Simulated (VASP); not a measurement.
# HgH3 (Fm-3m) in VASP: a series of runs

The runs below take HgH3 through single point, with PBE.

All numbers are computed with VASP 6.6.1; they aren't measurements. Logs are shortened: lines on timing, memory, paths and dates and some standing lists are left out, and cuts for length are marked.

## 1. The cell of the first run

Symmetry: Fm-3m, No. 225, cubic system. Conventional cell: a = 6.868 Å, b = 6.868 Å, c = 6.868 Å, α = 90.00°, β = 90.00°, γ = 90.00°. Hg (site symmetry -43m) has 24 H at 2.55 to 3.60 Å and 6 Hg at 3.43 Å within 3.7 Å. H (site symmetry 4mm) has 4 H at 1.33 Å within 1.8 Å.

The cell was built from a structure type or drawn by symmetry, and may not be a known phase.

## 2. Single point, PBE

File INCAR:

```
SYSTEM = HgH3
  PREC = Accurate
  ENCUT = 520
  EDIFF = 1E-7
  ISMEAR = 0
  SIGMA = 0.1
  LREAL = .False.
  LASPH = .True.
  NELM = 60
  ALGO = Normal
  ISIF = 2
  LWAVE = .False.
  LCHARG = .True.
  GGA = PE
  LELF = .True.
  LVHAR = .True.
  NBANDS = 25
```

File KPOINTS:

```
Automatic mesh
0
Gamma
  4 4 4
  0 0 0
```

File POSCAR:

```
HgH3
1.0
    0.0000000000      3.4340402345      3.4340402345
    3.4340402345      0.0000000000      3.4340402345
    3.4340402345      3.4340402345      0.0000000000
Hg H
2 6
Direct
    0.2500000000      0.2500000000      0.2500000000
    0.7500000000      0.7500000000      0.7500000000
    0.1370996706      0.8629003294      0.8629003294
    0.8629003294      0.1370996706      0.1370996706
    0.8629003294      0.1370996706      0.8629003294
    0.1370996706      0.8629003294      0.1370996706
    0.8629003294      0.8629003294      0.1370996706
    0.1370996706      0.1370996706      0.8629003294
```

Potentials or basis: VASP PAW PBE potentials, release 64 (Hg, H).

Started as:

```
> cat potpaw_PBE.64/Hg/POTCAR potpaw_PBE.64/H/POTCAR > POTCAR
> mpirun -np 1 vasp_std > vasp.out
```

OUTCAR:

```text
SYSTEM = HgH3
   PREC = Accurate
   ENCUT = 520
   EDIFF = 1E-7
   ISMEAR = 0
   LREAL = .False.
   LASPH = .True.
   NELM = 60
   ISIF = 2
   GGA = PE

 ion  position               nearest neighbor table
   1  0.250  0.250  0.250-   2 3.43   2 3.43   2 3.43   2 3.43   2 3.43   2 3.43
   2  0.750  0.750  0.750-   1 3.43   1 3.43   1 3.43   1 3.43   1 3.43   1 3.43
   3  0.137  0.863  0.863-
   4  0.863  0.137  0.137-
   5  0.863  0.137  0.863-
   6  0.137  0.863  0.137-
   7  0.863  0.863  0.137-
   8  0.137  0.137  0.863-

  LATTYP: Found a face centered cubic cell.
 ALAT       =     6.8680804690

  Lattice vectors:

 A1 = (   0.0000000000,   3.4340402345,   3.4340402345)
 A2 = (   3.4340402345,   0.0000000000,   3.4340402345)
 A3 = (   3.4340402345,   3.4340402345,   0.0000000000)

Analysis of symmetry for initial positions (statically):
=====================================================================
 Subroutine PRICEL returns:
 Original cell was already a primitive cell.

 Routine SETGRP: Setting up the symmetry group for a
 face centered cubic supercell.

 Subroutine GETGRP returns: Found 48 space group operations
 (whereof 48 operations were pure point group operations)
 out of a pool of 48 trial point group operations.

The static configuration has the point symmetry O_h .

Analysis of symmetry for dynamics (positions and initial velocities):
=====================================================================
 Subroutine PRICEL returns:
 Original cell was already a primitive cell.

 Routine SETGRP: Setting up the symmetry group for a
 face centered cubic supercell.

 Subroutine GETGRP returns: Found 48 space group operations
 (whereof 48 operations were pure point group operations)
 out of a pool of 48 trial point group operations.

The dynamic configuration has the point symmetry O_h .

 Subroutine INISYM returns: Found 48 space group operations
 (whereof 48 operations are pure point group operations),
 and found     1 'primitive' translations

----------------------------------------------------------------------------------------

                                     Primitive cell

  volume of cell :      80.9927

  direct lattice vectors                    reciprocal lattice vectors
     0.000000000  3.434040234  3.434040234    -0.145601090  0.145601090  0.145601090
     3.434040234  0.000000000  3.434040234     0.145601090 -0.145601090  0.145601090
     3.434040234  3.434040234  0.000000000     0.145601090  0.145601090 -0.145601090

  length of vectors
     4.856466273  4.856466273  4.856466273     0.252188485  0.252188485  0.252188485

  position of ions in fractional coordinates (direct lattice)
     0.250000000  0.250000000  0.250000000
     0.750000000  0.750000000  0.750000000
     0.137099671  0.862900329  0.862900329
     0.862900329  0.137099671  0.137099671
     0.862900329  0.137099671  0.862900329
     0.137099671  0.862900329  0.137099671
     0.862900329  0.862900329  0.137099671
     0.137099671  0.137099671  0.862900329

  ion indices of the primitive-cell ions
   primitive index   ion index
                 1           1
                 2           2
                 3           3
                 4           4
                 5           5
                 6           6
                 7           7
                 8           8

----------------------------------------------------------------------------------------

 KPOINTS: Automatic mesh

Automatic generation of k-mesh.
 Grid dimensions read from file:
 generate k-points for:    4    4    4

 Generating k-lattice:

  Cartesian coordinates                     Fractional coordinates (reciprocal lattice)
    -0.036400272  0.036400272  0.036400272     0.250000000  0.000000000  0.000000000
     0.036400272 -0.036400272  0.036400272     0.000000000  0.250000000  0.000000000
     0.036400272  0.036400272 -0.036400272     0.000000000  0.000000000  0.250000000

  Length of vectors
     0.063047121  0.063047121  0.063047121

  Shift w.r.t. Gamma in fractional coordinates (k-lattice)
     0.000000000  0.000000000  0.000000000

 Subroutine IBZKPT returns following result:
 ===========================================

 Found      8 irreducible k-points:

 Following reciprocal coordinates:
            Coordinates               Weight
  0.000000  0.000000  0.000000      1.000000
  0.250000  0.000000  0.000000      8.000000
  0.500000  0.000000  0.000000      4.000000
  0.250000  0.250000  0.000000      6.000000
  0.500000  0.250000  0.000000     24.000000
 -0.250000  0.250000  0.000000     12.000000
  0.500000  0.500000  0.000000      3.000000
 -0.250000  0.500000  0.250000      6.000000
   k-points           NKPTS =      8   k-points in BZ     NKDIM =      8   number of bands    NBANDS=     25
   number of dos      NEDOS =    301   number of ions     NIONS =      8
   total plane-waves  NPLWV =  46656
   dimension x,y,z NGX =    36 NGY =   36 NGZ =   36
   dimension x,y,z NGXF=    72 NGYF=   72 NGZF=   72
   ions per type =               2   6
   NGX,Y,Z   is equivalent  to a cutoff of  12.32, 12.32, 12.32 a.u.
   NGXF,Y,Z  is equivalent  to a cutoff of  24.65, 24.65, 24.65 a.u.
 SYSTEM =  HgH3
   PREC   = accura    normal or accurate (medium, high low for compatibility)
   ISTART =      0    job   : 0-new  1-cont  2-samecut
   ICHARG =      2    charge: 1-file 2-atom 10-const
   ISPIN  =      1    spin polarized calculation?
   LNONCOLLINEAR =      F non collinear calculations
   LSORBIT =      F    spin-orbit coupling
   LASPH  =      T    aspherical Exc in radial PAW
   ENCUT  =  520.0 eV  38.22 Ry    6.18 a.u.   9.03  9.03  9.03*2*pi/ulx,y,z
   NELM   =     60;   NELMIN=  2; NELMDL= -5     # of ELM steps
   EDIFF  = 0.1E-06   stopping-criterion for ELM
   LREAL  =      F    real-space projection
   EDIFFG = 0.1E-05   stopping-criterion for IOM
   NSW    =      0    number of steps for IOM
   IBRION =     -1    ionic relax: 0-MD 1-quasi-New 2-CG
   NFREE  =      0    steps in history (QN), initial steepest desc. (CG)
   ISIF   =      2    stress and relaxation
   ISYM   =      2    0-nonsym 1-usesym 2-fastsym
   POTIM  = 0.5000    time-step for ionic-motion
   TEBEG  =    0.0;   TEEND  =   0.0 temperature during run
   PSTRESS=    0.0 pullay stress
   NELECT =      30.0000    total number of electrons
   NUPDOWN=      -1.0000    fix difference up-down
   EMIN   =  10.00;   EMAX   =-10.00  energy-range for DOS
   EFERMI =   0.00;   METHOD = LEGACY
   ISMEAR =     0;   SIGMA  =   0.10  broadening in eV -4-tet -1-fermi 0-gaus
   EFERMI_NEDOS =   21; number of points for ismear=-14 and -15
   IALGO  =     38    algorithm
   IMIX   =      4    mixing-type and parameters
     AMIX     =   0.40;   BMIX     =  1.00
     AMIX_MAG =   1.60;   BMIX_MAG =  1.00
  volume/ion in A,a.u.               =      10.12        68.32
  Fermi-wavevector in a.u.,A,eV,Ry     =   1.175709  2.221768 18.807222  1.382292
  Thomas-Fermi vector in A             =   2.312085
   LORBIT       =      0    0 simple, 1 ext, 2 COOP (PROOUT), +10 PAW based schemes
   GGA     = PE    functional components
   LHFCALC =     F    Hartree Fock is set to
   AEXX    =    0.0000 exact exchange contribution
   IVDW    =     0    specifies the selected vdW correction
   LEPSILON=     F    determine dielectric tensor
   LRPA    =     F    only Hartree local field effects (RPA)
 non-spin polarized calculation
 Gauss-broadening in eV      SIGMA  =   0.10
  energy-cutoff  :      520.00
  volume of cell :       80.99
 maximum number of plane-waves:      2200
   NGX = 19   NGY = 19   NGZ = 19

 number of electron      30.0000005 magnetization

 Free energy of the ion-electron system (eV)
  ---------------------------------------------------
  ext. energy  EPLUGINS =         0.00000000
  ---------------------------------------------------
  free energy    TOTEN  =       -13.16565793 eV

  energy without entropy =      -13.16417686  energy(sigma->0) =      -13.16491740

 E-fermi :   1.3362     XC(G=0):  -9.6529

 val. band max:        1.1981941172   @ k =   0.2500   0.2500   0.0000
 cond. band min:       1.4518850461   @ k =   0.5000   0.5000   0.0000
 fundamental gap:      0.2536909289
 Fermi energy:         1.3362182943

 k-point     1 :       0.0000    0.0000    0.0000
  band No.  band energies     occupation
      1     -11.0952      2.00000
      2      -6.0206      2.00000
      3      -6.0206      2.00000
      4      -6.0206      2.00000
      5      -5.8478      2.00000
      6      -5.8478      2.00000
[... 17 lines left out ...]
     24       8.4897      0.00000
     25      10.2324      0.00000

 k-point     2 :       0.2500    0.0000    0.0000
  band No.  band energies     occupation
      1     -10.8886      2.00000
      2      -5.8766      2.00000
      3      -5.8761      2.00000
      4      -5.8761      2.00000
      5      -5.6611      2.00000
      6      -5.6611      2.00000
[... 17 lines left out ...]
     24       9.8751      0.00000
     25      12.6045      0.00000

 k-point     3 :       0.5000    0.0000    0.0000
  band No.  band energies     occupation
      1     -10.6630      2.00000
      2      -5.6282      2.00000
      3      -5.6282      2.00000
      4      -5.3441      2.00000
      5      -5.2874      2.00000
      6      -5.2874      2.00000
[... 104 lines left out ...]
 k-point     7 :       0.5000    0.5000    0.0000
  band No.  band energies     occupation
      1     -10.5286      2.00000
      2      -6.1559      2.00000
      3      -5.7026      2.00000
      4      -5.5641      2.00000
      5      -5.2985      2.00000
      6      -5.2985      2.00000
[... 17 lines left out ...]
     24      11.4523      0.00000
     25      13.4563      0.00000

 k-point     8 :      -0.2500    0.5000    0.2500
  band No.  band energies     occupation
      1     -10.5275      2.00000
      2      -5.7594      2.00000
      3      -5.7594      2.00000
      4      -5.5471      2.00000
      5      -5.3454      2.00000
      6      -5.3454      2.00000
[... 17 lines left out ...]
     24      11.6509      0.00000
     25      11.9236      0.00000

------------------------ aborting loop because EDIFF is reached ----------------------------------------

  FORCE on cell =-STRESS in cart. coord.  units (eV):
  Direction    XX          YY          ZZ          XY          YZ          ZX
  --------------------------------------------------------------------------------------
  -------------------------------------------------------------------------------------
  Total        0.0366905      0.0366905      0.0366905     -0.0000000      0.0000000     -0.0000000
  in kB        0.7258013      0.7258013      0.7258013     -0.0000000      0.0000000     -0.0000000
  external PRESSURE =       0.7258013 kB  Pullay stress =       0.0000000 kB

 VOLUME and BASIS-vectors are now :
 -----------------------------------------------------------------------------
  energy-cutoff  :      520.00
  volume of cell :       80.99
      direct lattice vectors                 reciprocal lattice vectors
     0.000000000  3.434040234  3.434040234    -0.145601090  0.145601090  0.145601090
     3.434040234  0.000000000  3.434040234     0.145601090 -0.145601090  0.145601090
     3.434040234  3.434040234  0.000000000     0.145601090  0.145601090 -0.145601090

 POSITION                                       TOTAL-FORCE (eV/Angst)
 -----------------------------------------------------------------------------------
      1.71702      1.71702      1.71702         0.000000      0.000000     -0.000000
      5.15106      5.15106      5.15106        -0.000000      0.000000     -0.000000
      5.92647      3.43404      3.43404         0.010946      0.000000     -0.000000
      0.94161      3.43404      3.43404        -0.010946      0.000000     -0.000000
      3.43404      5.92647      3.43404         0.000000      0.010946     -0.000000
      3.43404      0.94161      3.43404         0.000000     -0.010946     -0.000000
      3.43404      3.43404      5.92647         0.000000      0.000000      0.010946
      3.43404      3.43404      0.94161         0.000000      0.000000     -0.010946
 -----------------------------------------------------------------------------------
    total drift:                                0.000000      0.000000      0.000000

  FREE ENERGIE OF THE ION-ELECTRON SYSTEM (eV)
  ---------------------------------------------------
  free  energy   TOTEN  =       -13.1656579304 eV

  energy  without entropy=      -13.1641768621  energy(sigma->0) =      -13.16491740
```

Wall time 14 s (1 thread of Intel Xeon Platinum 8488C (Sapphire Rapids), shared host); peak memory 0.2 GiB.

What came out:

| Quantity | Value |
| --- | --- |
| Free energy | -13.1657 eV |
| Pressure | 0.1 GPa |
| Largest force | 0.011 eV/Å |
| Band gap on the k mesh | zero (bands 15 and 16 overlap by 0.82 eV) |

Forces on the atoms (eV/Å):
```
Hg   0.000  0.000  0.000
Hg   0.000  0.000  0.000
H    0.011  0.000  0.000
H   -0.011  0.000  0.000
H    0.000  0.011  0.000
H    0.000 -0.011  0.000
H    0.000  0.000  0.011
H    0.000  0.000 -0.011
```

Caveat: the k points lie up to 0.40 Å⁻¹ apart, too coarse for converged energies and pressures of a metal; spin-orbit coupling is left out, which moves the levels of the heavy elements.

## 3. Single point, PBE

This run uses another cell than the first one, of 14.13 Å³/atom.

File INCAR:

```
SYSTEM = HgH3
ALGO     = Normal         ! electronic algorithm
EDIFF    = 1E-6           ! SCF threshold, eV
ENCUT    = 520            ! plane-wave cutoff, eV
GGA      = PE             ! functional
ISIF     = 2              ! what is computed and relaxed
ISMEAR   = 0              ! smearing method
LASPH    = .True.         ! aspherical terms in the spheres
LCHARG   = .True.         ! write CHGCAR
LELF     = .True.         ! ELF
LREAL    = .False.        ! projectors in reciprocal space
LVHAR    = .True.       
LWAVE    = .False.        ! write WAVECAR
NBANDS   = 25             ! bands
NELM     = 80             ! most SCF steps
PREC     = Accurate       ! precision mode
SIGMA    = 0.1            ! smearing width, eV
```

File KPOINTS:

```
k-points
0
Gamma
  4 4 4
  0 0 0
```

File POSCAR:

```
HgH3
1.0
    0.0000000000      3.8379685800      3.8379685800
    3.8379685800      0.0000000000      3.8379685800
    3.8379685800      3.8379685800      0.0000000000
Hg H
2 6
Direct
    0.2500000000      0.2500000000      0.2500000000
    0.7500000000      0.7500000000      0.7500000000
    0.1925252300      0.8074747700      0.8074747700
    0.8074747700      0.1925252300      0.1925252300
    0.8074747700      0.1925252300      0.8074747700
    0.1925252300      0.8074747700      0.1925252300
    0.8074747700      0.8074747700      0.1925252300
    0.1925252300      0.1925252300      0.8074747700
```

Potentials or basis: VASP PAW PBE potentials, release 64 (Hg, H).

Started as:

```
> cat potpaw_PBE.64/Hg/POTCAR potpaw_PBE.64/H/POTCAR > POTCAR
> mpirun -np 1 vasp_std > vasp.out
```

Run time: 17 s. Hardware: 1 thread of Intel Xeon Platinum 8488C (Sapphire Rapids), shared host; peak memory 0.24 GiB.

It converged, with:

```yaml
Free_energy: -9.8949 eV
Pressure: -9.9 GPa
Largest_force: 0.665 eV/Å
Band_gap_on_the_k_mesh: zero (bands 15 and 16 overlap by 0.81 eV)
```

Forces on the atoms (eV/Å):
```
Hg   0.000  0.000  0.000
Hg   0.000  0.000  0.000
H    0.665  0.000  0.000
H   -0.665  0.000  0.000
H    0.000  0.665  0.000
H    0.000 -0.665  0.000
H    0.000  0.000  0.665
H    0.000  0.000 -0.665
```

Levels at points of the mesh, in eV from the Fermi level:
```
           k point  band 13  band 14  band 15  band 16  band 17  band 18
(0.00, 0.00, 0.00)    -0.97    -0.97    -0.52     0.17     1.07     1.07
(0.50, 0.00, 0.00)    -1.47    -1.47    -1.18     0.18     0.18     0.80
(0.50, 0.50, 0.00)    -2.64    -2.64    -2.05    -0.59     0.91     1.81
```

Caveat: the cell stands under tension; spin-orbit coupling is left out, which moves the levels of the heavy elements.
